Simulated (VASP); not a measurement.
# NaH in VASP: further runs, part 2 of 2

VASP 6.6.1. Earlier steps stand in the parts before.

## (4) Single point, r2SCAN (epitaxial 111 strain +1.5%)

File POSCAR:

```
NaH
1.0
   -0.0320974854      2.4023364911      2.4023364911
    2.4023364911     -0.0320974854      2.4023364911
    2.4023364911      2.4023364911     -0.0320974854
Na H
1 1
Direct
    0.0000000000      0.0000000000      0.0000000000
    0.5000000000      0.5000000000      0.5000000000
```

File INCAR.step1:

```
  PREC = Accurate
  ENCUT = 520
  ISMEAR = 0
  SIGMA = 0.01
  LREAL = False
  LASPH = True
  NELM = 60
  NBANDS = 11
  GGA = PE
  ALGO = Normal
  EDIFF = 1E-4
  LWAVE = True
  LCHARG = False
```

File INCAR.step2:

```
  PREC = Accurate
  ENCUT = 520
  EDIFF = 1E-6
  ISMEAR = 0
  SIGMA = 0.01
  LREAL = False
  LASPH = True
  NELM = 60
  ALGO = Normal
  ISIF = 2
  LWAVE = False
  LCHARG = False
  METAGGA = R2SCAN
  LMIXTAU = True
  NBANDS = 11
  ISTART = 1
```

File KPOINTS:

```
Automatic mesh
0
Gamma
  10 10 10
```

Potentials or basis: VASP PAW PBE potentials, release 64 (Na_pv, H).

Command:

```
$ cat potpaw_PBE.64/Na_pv/POTCAR potpaw_PBE.64/H/POTCAR > POTCAR
$ cp INCAR.step1 INCAR
$ mpirun -np 1 vasp_std > vasp.out
$ cp INCAR.step2 INCAR
$ mpirun -np 1 vasp_std > vasp.out
```

OUTCAR:

```text
PREC = Accurate
   ENCUT = 520
   EDIFF = 1E-6
   ISMEAR = 0
   LREAL = False
   LASPH = True
   NELM = 60
   ISIF = 2
   METAGGA = R2SCAN
   ISTART = 1

 ion  position               nearest neighbor table
   1  0.000  0.000  0.000-
   2  0.500  0.500  0.500-

  LATTYP: Found a trigonal (rhomboedric) cell.
 ALAT       =     3.3975684661
 COS(alpha) =     0.4865956229

  Lattice vectors:

[... 511 lines left out ...]
      2     -24.3916      2.00000
      3     -24.3896      2.00000
      4      -2.5510      2.00000
      5       4.9484      0.00000
      6       8.3968      0.00000
      7      10.6238      0.00000
      8      11.4179      0.00000
      9      13.4117      0.00000
     10      20.5257      0.00000
     11      22.0742      0.00000

 [... further k-points ...]
[... 5 lines left out ...]
  --------------------------------------------------------------------------------------
  -------------------------------------------------------------------------------------
  Total       -0.1390229     -0.1390229     -0.1390229      0.0428769      0.0428769      0.0428769
  in kB       -7.8749536     -7.8749536     -7.8749536      2.4287611      2.4287611      2.4287611
  external PRESSURE =      -7.8749536 kB  Pullay stress =       0.0000000 kB

 VOLUME and BASIS-vectors are now :
 -----------------------------------------------------------------------------
  energy-cutoff  :      520.00
  volume of cell :       28.28
      direct lattice vectors                 reciprocal lattice vectors
    -0.032097485  2.402336491  2.402336491    -0.204005245  0.206767859  0.206767859
     2.402336491 -0.032097485  2.402336491     0.206767859 -0.204005245  0.206767859
     2.402336491  2.402336491 -0.032097485     0.206767859  0.206767859 -0.204005245

 POSITION                                       TOTAL-FORCE (eV/Angst)
 -----------------------------------------------------------------------------------
      0.00000      0.00000      0.00000         0.000000      0.000000      0.000000
      2.38629      2.38629      2.38629        -0.000000     -0.000000     -0.000000
 -----------------------------------------------------------------------------------
    total drift:                               -0.000000     -0.000000     -0.000000

  FREE ENERGIE OF THE ION-ELECTRON SYSTEM (eV)
  ---------------------------------------------------
  free  energy   TOTEN  =        -7.5991730567 eV

  energy  without entropy=       -7.5991730567  energy(sigma->0) =       -7.59917306
```

It took 1.7 min on 1 thread of Intel Xeon Platinum 8488C (Sapphire Rapids), shared host; peak memory 0.17 GiB.

Results:

| Item | Value |
| --- | --- |
| Free energy | -7.5992 eV |
| Pressure | -0.8 GPa |
| Band gap on the k mesh | 4.34 eV, indirect (least direct gap 5.19 eV) |

Caveat: the cell differs from its parent crystal (epitaxial 111 strain +1.5%); the PAW data sets were made with another functional, which shifts forces and pressure a little.

## (5) Single point, HSE06 (epitaxial 111 strain +1.5%)

POSCAR is that of step 4.

File INCAR.step1:

```
PREC = Accurate
ENCUT = 520
EDIFF = 1E-5
ISMEAR = 0
SIGMA = 0.01
LREAL = False
LASPH = True
NELM = 60
ALGO = Normal
ISIF = 2
LWAVE = True
LCHARG = False
GGA = PE
NBANDS = 11
```

File INCAR.step2:

```
PREC = Accurate
ENCUT = 520
EDIFF = 1E-6
ISMEAR = 0
SIGMA = 0.01
LREAL = False
LASPH = True
NELM = 60
ALGO = Normal
ISIF = 2
LWAVE = False
LCHARG = False
GGA = PE
LHFCALC = True
HFSCREEN = 0.2079
PRECFOCK = Normal
ISTART = 1
NBANDS = 11
```

File KPOINTS:

```
regular mesh
0
Gamma
  6 6 6
```

Command:

```
$ cat potpaw_PBE.64/Na_pv/POTCAR potpaw_PBE.64/H/POTCAR > POTCAR
$ cp INCAR.step1 INCAR
$ mpirun -np 1 vasp_std > vasp.out
$ cp INCAR.step2 INCAR
$ mpirun -np 1 vasp_std > vasp.out
```

Wall time 9.1 min (1 thread of Intel Xeon Platinum 8488C (Sapphire Rapids), shared host); peak memory 0.26 GiB.

The run converged. Its results:

```
Free energy            : -5.7614 eV
Pressure               : -0.5 GPa
Band gap on the k mesh : 4.80 eV, indirect (least direct gap 5.73 eV)
```

Stress tensor (GPa, compression positive):
```
-0.45  0.30  0.30
 0.30 -0.45  0.30
 0.30  0.30 -0.45
```

Levels at points of the mesh, in eV from the valence-band top:
```
           k point  band 1  band 2  band 3  band 4  band 5  band 6  band 7  band 8  band 9
(0.00, 0.00, 0.00)  -24.36  -24.36  -24.36   -3.90   11.98   16.85   16.85   17.35   17.85
(0.50, 0.00, 0.00)  -24.44  -24.37  -24.37   -0.93    4.80   12.23   14.75   15.00   17.80
(0.50, 0.50, 0.00)  -24.44  -24.39  -24.39   -0.13    5.70   11.28   11.83   12.18   13.27
(0.50, 0.50, 0.50)  -24.45  -24.37  -24.37   -0.81    4.96   12.03   14.62   14.62   17.62
```

Caveat: the cell differs from its parent crystal (epitaxial 111 strain +1.5%); the PAW data sets were made with another functional, which shifts forces and pressure a little.

## (6) Overview

| level | cell | k mesh | smearing | grid for exact exchange (PRECFOCK) | screening parameter | gap on the mesh (eV) | pressure (GPa) |
| --- | --- | --- | --- | --- | --- | --- | --- |
| PBE | a = 3.372, b = 3.372, c = 3.315 Å, angles 60.6, 60.6, 58.9°, 2 atoms | 10 × 10 × 10 | fermi-dirac 0.02 eV | - | - | 3.85 | 1.5 |
| PBE | a = 3.398 Å, angles 60.9°, 2 atoms | 10 × 10 × 10 | fermi-dirac 0.02 eV | - | - | 3.73 | -0.1 |
| r2SCAN | a = 3.398 Å, angles 60.9°, 2 atoms | 10 × 10 × 10 | gaussian 0.01 eV | - | - | 4.34 | -0.8 |
| HSE06 | a = 3.398 Å, angles 60.9°, 2 atoms | 6 × 6 × 6 | gaussian 0.01 eV | Normal | 0.2079 1/Å | 4.80 | -0.5 |

Alike in all rows: task single point; potentials or basis VASP PAW PBE potentials, release 64 (Na_pv, H); no spin polarisation; cutoff (eV) 520.

Caveats: the PAW data sets were made with another functional, which shifts forces and pressure a little (some runs).

Total energies depend on the potentials used, so only differences within one code and one set of settings carry meaning.
